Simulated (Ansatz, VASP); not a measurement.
**One calculation of CoO, two programs**

```xyz
4
Lattice="3.0724 0.0000 0.0000 -1.5362 2.6607 0.0000 0.0000 0.0000 5.1298" Properties=species:S:1:pos:R:3 pbc="T T T"
Co    0.0000    0.0000    0.0374
Co    0.0000    1.7738    2.6020
O     0.0000    0.0000    1.8862
O     0.0000    1.7738    4.4516
```

Change from the starting cell: equal strain along all axes, cell held, atoms relaxed: -3.0 %.

Alike in both runs: functional PBE; k mesh 12 × 12 × 8; occupations gaussian, width 0.01 eV; collinear spin.

Ansatz relaxed the structure, and its values are those at the end. VASP's run is a single point on that final structure, the one shown.

|  | VASP | Ansatz |
| --- | --- | --- |
| version | VASP 6.6.1 | Ansatz 0.2.0 |
| potentials or method | VASP PAW PBE potentials, release 64 (Co, O), cutoff 520 eV | scalar-relativistic, plane waves, PAW |
| valence electrons in the cell | 30 | 46 |

|  | VASP | Ansatz | Ansatz less VASP |
| --- | --- | --- | --- |
| gap on the k mesh at the Fermi level (eV) | none | none | - |
| pressure (GPa) | 13.6 | 13.6 | -0.01 |
| rms of the force components (eV/Å) | 0.006 | 0.003 | -0.0032 |
| net moment per atom (μB) | 0.00 | 0.00 | 0.000 |
| size of the moment on the site where the two differ most (μB) | 2.12 | 1.95 | -0.167 |

Site moments also hang on the region over which each program counts them. A gap of «none» marks a metal or a gap that the smearing closes. VASP's potentials hold 30 valence electrons a cell and Ansatz's 46, so a difference there can come from the potentials and not from the codes. Ansatz's warnings: stress scf threshold loose.
